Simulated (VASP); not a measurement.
A run of VASP 6.6.1 is set up as follows.

File INCAR:

```
SYSTEM = Zn
PREC = Accurate
ENCUT = 520
EDIFF = 1E-6
ISMEAR = -1
SIGMA = 0.05
LREAL = .FALSE.
LASPH = .TRUE.
NELM = 60
ALGO = Fast
ISIF = 2
LWAVE = .FALSE.
LCHARG = .FALSE.
GGA = PS
NBANDS = 25
```

KPOINTS

```
Automatic mesh
0
G
  12 12 4
  0 0 0
```

File POSCAR:

```
Zn
1.0
    2.2681701736     -1.3084870100      0.0000000000
    2.2681701736      1.3084870100      0.0000000000
   -1.5917165425      0.0000000000      7.3004081919
Zn
3
Direct
    0.7780178600      0.7780178600      0.3345049800
    0.2219821400      0.2219821400      0.6654950200
    0.0000000000      0.0000000000      0.0000000000
```

Potentials or basis: VASP PAW PBE potentials, release 64 (Zn).

Run with:

```bash
$ cat potpaw_PBE.64/Zn/POTCAR > POTCAR
$ mpirun -np 1 vasp_std > vasp.out
```

Q: Predict the band gap on the k mesh.

A: Zero (band 18 reaches 4.63 eV, above the bottom of band 19 at 0.30 eV).

Q: Predict the pressure.

A: -1.1 GPa.

Forces in eV/Å, atoms in the order of the input:
```
Zn  -0.005  0.000 -0.011
Zn   0.005  0.000  0.011
Zn   0.000  0.000  0.000
```

Caveat: the PAW data sets were made with another functional, which shifts forces and pressure a little.
